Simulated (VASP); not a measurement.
# Sc2TaO2 (P6/mmm) in VASP: single point with PBE

Aim: the single point of Sc2TaO2 with PBE.

All numbers are computed with VASP 6.6.1; they aren't measurements. Logs are shortened: lines on timing, memory, paths and dates and some standing lists are left out, and cuts for length are marked.

## 1. The cell of the first run

The structure is hexagonal, space group P6/mmm (No. 191). The conventional cell has a = 4.566 Å, b = 4.566 Å, c = 3.968 Å, α = 90.00°, β = 90.00°, γ = 120.00°. Sc (site symmetry -6m2) has 2 O at 1.98 Å and 3 Sc at 2.64 Å within 2.7 Å. Within 3.5 Å of Ta (site symmetry 6/mmm) lie 6 O at 2.64 Å and 12 Sc at 3.30 Å. O (site symmetry -6m2) has 2 Sc at 1.98 Å and 3 O at 2.64 Å and 3 Ta at 2.64 Å within 2.7 Å.

The cell was generated, and may not be a known phase.

## 2. Single point, PBE

INCAR

```
  ALGO = Normal
  EDIFF = 1E-6
  ENCUT = 700
  GGA = PE
  GGA_COMPAT = F
  ISIF = 2
  ISMEAR = 0
  LASPH = T
  LCHARG = F
  LREAL = F
  LWAVE = F
  NBANDS = 32
  NELM = 120
  PREC = Accurate
  SIGMA = 0.1
```

KPOINTS

```
k-points
0
Gamma
  6 6 4
```

POSCAR

```
Sc2TaO2
1.0
    4.5663266109      0.0000000000      0.0000000000
   -2.2831633055      3.9545548470      0.0000000000
    0.0000000000      0.0000000000      3.9676503313
Sc Ta O
2 1 2
Direct
    0.3333333333      0.6666666667      0.2695681279
    0.6666666667      0.3333333333      0.2695681279
    0.0000000000      0.0000000000      0.7695754654
    0.3333333333      0.6666666667      0.7695733694
    0.6666666667      0.3333333333      0.7695733694
```

Potentials or basis: VASP PAW PBE potentials, release 64 (Sc_sv, Ta_sv_GW, O).

The run is started by

```console
$ cat potpaw_PBE.64/Sc_sv/POTCAR potpaw_PBE.64/Ta_sv_GW/POTCAR potpaw_PBE.64/O/POTCAR > POTCAR
$ mpirun -np 1 vasp_std > vasp.out
```

OUTCAR:

```text
EDIFF = 1E-6
   ENCUT = 700
   GGA = PE
   ISIF = 2
   ISMEAR = 0
   LASPH = T
   LREAL = F
   NELM = 120
   PREC = Accurate

 ion  position               nearest neighbor table
   1  0.333  0.667  0.270-   4 1.98   4 1.98   2 2.64   2 2.64   2 2.64   3 3.30   3 3.30   3 3.30
                             3 3.30   3 3.30   3 3.30
   2  0.667  0.333  0.270-   5 1.98   5 1.98   1 2.64   1 2.64   1 2.64   3 3.30   3 3.30   3 3.30
                             3 3.30   3 3.30   3 3.30
   3  0.000  0.000  0.770-   1 3.30   2 3.30   2 3.30   1 3.30   2 3.30   1 3.30   1 3.30   2 3.30
                             2 3.30   1 3.30   1 3.30   2 3.30
   4  0.333  0.667  0.770-   1 1.98   1 1.98
   5  0.667  0.333  0.770-   2 1.98   2 1.98

  LATTYP: Found a hexagonal cell.
 ALAT       =     4.5663266109
 C/A-ratio  =     0.8688932416

  Lattice vectors:

 A1 = (   4.5663266109,   0.0000000000,   0.0000000000)
 A2 = (  -2.2831633055,   3.9545548470,   0.0000000000)
 A3 = (   0.0000000000,   0.0000000000,   3.9676503313)

Analysis of symmetry for initial positions (statically):
=====================================================================
 Subroutine PRICEL returns:
 Original cell was already a primitive cell.

 Routine SETGRP: Setting up the symmetry group for a
 hexagonal supercell.

 Subroutine GETGRP returns: Found 12 space group operations
 (whereof 12 operations were pure point group operations)
 out of a pool of 24 trial point group operations.

The static configuration has the point symmetry C_6v.

Analysis of symmetry for dynamics (positions and initial velocities):
=====================================================================
 Subroutine PRICEL returns:
 Original cell was already a primitive cell.

 Routine SETGRP: Setting up the symmetry group for a
 hexagonal supercell.

 Subroutine GETGRP returns: Found 12 space group operations
 (whereof 12 operations were pure point group operations)
 out of a pool of 24 trial point group operations.

The dynamic configuration has the point symmetry C_6v.

 Subroutine INISYM returns: Found 12 space group operations
 (whereof 12 operations are pure point group operations),
 and found     1 'primitive' translations

----------------------------------------------------------------------------------------

                                     Primitive cell

  volume of cell :      71.6470

  direct lattice vectors                    reciprocal lattice vectors
     4.566326611  0.000000000  0.000000000     0.218994410  0.126436481  0.000000000
    -2.283163306  3.954554847  0.000000000     0.000000000  0.252872963  0.000000000
     0.000000000  0.000000000  3.967650331     0.000000000  0.000000000  0.252038339

  length of vectors
     4.566326611  4.566326611  3.967650331     0.252872963  0.252872963  0.252038339

  position of ions in fractional coordinates (direct lattice)
     0.333333333  0.666666667  0.269568128
     0.666666667  0.333333333  0.269568128
     0.000000000  0.000000000  0.769575465
     0.333333333  0.666666667  0.769573369
     0.666666667  0.333333333  0.769573369

  ion indices of the primitive-cell ions
   primitive index   ion index
                 1           1
                 2           2
                 3           3
                 4           4
                 5           5

----------------------------------------------------------------------------------------

 KPOINTS: k-points

Automatic generation of k-mesh.
 Grid dimensions read from file:
 generate k-points for:    6    6    4

 Generating k-lattice:

  Cartesian coordinates                     Fractional coordinates (reciprocal lattice)
     0.036499068  0.021072747  0.000000000     0.166666667  0.000000000  0.000000000
     0.000000000  0.042145494  0.000000000     0.000000000  0.166666667  0.000000000
     0.000000000  0.000000000  0.063009585     0.000000000  0.000000000  0.250000000

  Length of vectors
     0.042145494  0.042145494  0.063009585

  Shift w.r.t. Gamma in fractional coordinates (k-lattice)
     0.000000000  0.000000000  0.000000000

 Subroutine IBZKPT returns following result:
 ===========================================

 Found     21 irreducible k-points:

 Following reciprocal coordinates:
            Coordinates               Weight
  0.000000  0.000000  0.000000      1.000000
  0.166667  0.000000  0.000000      6.000000
  0.333333  0.000000  0.000000      6.000000
  0.500000  0.000000  0.000000      3.000000
  0.166667  0.166667  0.000000      6.000000
  0.333333  0.166667  0.000000     12.000000
[... 13 lines left out ...]
  0.333333  0.166667  0.500000     12.000000
  0.333333  0.333333  0.500000      2.000000
   k-points           NKPTS =     21   k-points in BZ     NKDIM =     21   number of bands    NBANDS=     32
   number of dos      NEDOS =    301   number of ions     NIONS =      5
   total plane-waves  NPLWV =  57600
   dimension x,y,z NGX =    40 NGY =   40 NGZ =   36
   dimension x,y,z NGXF=    80 NGYF=   80 NGZF=   72
   ions per type =               2   1   2
   NGX,Y,Z   is equivalent  to a cutoff of  14.56, 14.56, 15.08 a.u.
   NGXF,Y,Z  is equivalent  to a cutoff of  29.13, 29.13, 30.17 a.u.
 SYSTEM =  unknown system
   PREC   = accura    normal or accurate (medium, high low for compatibility)
   ISTART =      0    job   : 0-new  1-cont  2-samecut
   ICHARG =      2    charge: 1-file 2-atom 10-const
   ISPIN  =      1    spin polarized calculation?
   LNONCOLLINEAR =      F non collinear calculations
   LSORBIT =      F    spin-orbit coupling
   LASPH  =      T    aspherical Exc in radial PAW
   ENCUT  =  700.0 eV  51.45 Ry    7.17 a.u.   9.85  9.85  8.56*2*pi/ulx,y,z
   NELM   =    120;   NELMIN=  2; NELMDL= -5     # of ELM steps
   EDIFF  = 0.1E-05   stopping-criterion for ELM
   LREAL  =      F    real-space projection
   EDIFFG = 0.1E-04   stopping-criterion for IOM
   NSW    =      0    number of steps for IOM
   IBRION =     -1    ionic relax: 0-MD 1-quasi-New 2-CG
   NFREE  =      0    steps in history (QN), initial steepest desc. (CG)
   ISIF   =      2    stress and relaxation
   ISYM   =      2    0-nonsym 1-usesym 2-fastsym
   POTIM  = 0.5000    time-step for ionic-motion
   TEBEG  =    0.0;   TEEND  =   0.0 temperature during run
   PSTRESS=    0.0 pullay stress
   NELECT =      47.0000    total number of electrons
   NUPDOWN=      -1.0000    fix difference up-down
   EMIN   =  10.00;   EMAX   =-10.00  energy-range for DOS
   EFERMI =   0.00;   METHOD = LEGACY
   ISMEAR =     0;   SIGMA  =   0.10  broadening in eV -4-tet -1-fermi 0-gaus
   EFERMI_NEDOS =   21; number of points for ismear=-14 and -15
   IALGO  =     38    algorithm
   IMIX   =      4    mixing-type and parameters
     AMIX     =   0.40;   BMIX     =  1.00
     AMIX_MAG =   1.60;   BMIX_MAG =  1.00
  volume/ion in A,a.u.               =      14.33        96.70
  Fermi-wavevector in a.u.,A,eV,Ry     =   1.422465  2.688068 27.530103  2.023405
  Thomas-Fermi vector in A             =   2.543166
   LORBIT       =      0    0 simple, 1 ext, 2 COOP (PROOUT), +10 PAW based schemes
   GGA     = PE    functional components
   LHFCALC =     F    Hartree Fock is set to
   AEXX    =    0.0000 exact exchange contribution
   IVDW    =     0    specifies the selected vdW correction
   LEPSILON=     F    determine dielectric tensor
   LRPA    =     F    only Hartree local field effects (RPA)
 non-spin polarized calculation
 Gauss-broadening in eV      SIGMA  =   0.10
  energy-cutoff  :      700.00
  volume of cell :       71.65
 maximum number of plane-waves:      3054
 NGX is ok and might be reduce to    40
   NGX = 19   NGY = 19   NGZ = 17

 number of electron      47.0000002 magnetization

 Free energy of the ion-electron system (eV)
  ---------------------------------------------------
  ext. energy  EPLUGINS =         0.00000000
  ---------------------------------------------------
  free energy    TOTEN  =       -42.01237752 eV

  energy without entropy =      -41.99917931  energy(sigma->0) =      -42.00577841

 E-fermi :   6.9019     XC(G=0): -11.5733

 val. band max:        6.8887901566   @ k =   0.3333   0.1667   0.0000
 cond. band min:       6.9676567979   @ k =   0.3333   0.3333   0.2500
 fundamental gap:      0.0788666413
 Fermi energy:         6.9018788938

 k-point     1 :       0.0000    0.0000    0.0000
  band No.  band energies     occupation
      1     -62.3206      2.00000
      2     -42.2547      2.00000
      3     -41.9259      2.00000
      4     -28.7910      2.00000
      5     -28.7910      2.00000
      6     -28.3102      2.00000
[... 24 lines left out ...]
     31       9.3739      0.00000
     32       9.3739      0.00000

 k-point     2 :       0.1667    0.0000    0.0000
  band No.  band energies     occupation
      1     -62.3205      2.00000
      2     -42.2358      2.00000
      3     -41.9458      2.00000
      4     -28.7934      2.00000
      5     -28.7917      2.00000
      6     -28.3098      2.00000
[... 24 lines left out ...]
     31       9.1982      0.00000
     32       9.3899      0.00000

 k-point     3 :       0.3333    0.0000    0.0000
  band No.  band energies     occupation
      1     -62.3205      2.00000
      2     -42.1866      2.00000
      3     -41.9967      2.00000
      4     -28.7982      2.00000
      5     -28.7930      2.00000
      6     -28.3090      2.00000
[... 24 lines left out ...]
     31       9.7027      0.00000
     32       9.8944      0.00000

 k-point     4 :       0.5000    0.0000    0.0000
  band No.  band energies     occupation
      1     -62.3205      2.00000
      2     -42.1470      2.00000
      3     -42.0373      2.00000
      4     -28.8005      2.00000
      5     -28.7936      2.00000
      6     -28.3086      2.00000
[... 549 lines left out ...]
     31      10.0564      0.00000
     32      10.1306      0.00000

 k-point    20 :       0.3333    0.1667    0.5000
  band No.  band energies     occupation
      1     -62.3201      2.00000
      2     -42.1420      2.00000
      3     -42.0327      2.00000
      4     -28.7997      2.00000
      5     -28.7925      2.00000
      6     -28.3319      2.00000
[... 24 lines left out ...]
     31      10.0350      0.00000
     32      10.5421      0.00000

 k-point    21 :       0.3333    0.3333    0.5000
  band No.  band energies     occupation
      1     -62.3202      2.00000
      2     -42.0876      2.00000
      3     -42.0876      2.00000
      4     -28.7971      2.00000
      5     -28.7971      2.00000
      6     -28.3321      2.00000
[... 24 lines left out ...]
     31      10.4885      0.00000
     32      10.4885      0.00000

------------------------ aborting loop because EDIFF is reached ----------------------------------------

  FORCE on cell =-STRESS in cart. coord.  units (eV):
  Direction    XX          YY          ZZ          XY          YZ          ZX
  --------------------------------------------------------------------------------------
  -------------------------------------------------------------------------------------
  Total       -0.1586986     -0.1586986      0.5757908      0.0000000      0.0000000      0.0000000
  in kB       -3.5488344     -3.5488344     12.8758930      0.0000000      0.0000000      0.0000000
  external PRESSURE =       1.9260747 kB  Pullay stress =       0.0000000 kB

 VOLUME and BASIS-vectors are now :
 -----------------------------------------------------------------------------
  energy-cutoff  :      700.00
  volume of cell :       71.65
      direct lattice vectors                 reciprocal lattice vectors
     4.566326611  0.000000000  0.000000000     0.218994410  0.126436481  0.000000000
    -2.283163306  3.954554847  0.000000000     0.000000000  0.252872963  0.000000000
     0.000000000  0.000000000  3.967650331     0.000000000  0.000000000  0.252038339

 POSITION                                       TOTAL-FORCE (eV/Angst)
 -----------------------------------------------------------------------------------
     -0.00000      2.63637      1.06955        -0.000000      0.000000      0.000443
      2.28316      1.31818      1.06955         0.000000     -0.000000      0.000443
      0.00000      0.00000      3.05341         0.000000     -0.000000     -0.000030
     -0.00000      2.63637      3.05340         0.000000     -0.000000     -0.000428
      2.28316      1.31818      3.05340        -0.000000     -0.000000     -0.000428
 -----------------------------------------------------------------------------------
    total drift:                                0.000000      0.000000     -0.000062

  FREE ENERGIE OF THE ION-ELECTRON SYSTEM (eV)
  ---------------------------------------------------
  free  energy   TOTEN  =       -42.0123775194 eV

  energy  without entropy=      -41.9991793081  energy(sigma->0) =      -42.00577841
```

It took 40 s on 1 thread of AMD EPYC 9R45 (Zen 5), shared host; peak memory 0.25 GiB.

Results:

| Property | Result |
| --- | --- |
| Free energy | -42.0124 eV |
| Pressure | 0.2 GPa |
| Band gap on the k mesh | zero (an odd number of electrons rules out a gap without spin polarisation) |

Caveat: the k points lie up to 0.40 Å⁻¹ apart, too coarse for converged energies and pressures of a metal; spin-orbit coupling is left out, which moves the levels of the heavy elements.

The gap in the log of VASP goes by the Fermi energy; the results here count the filled bands.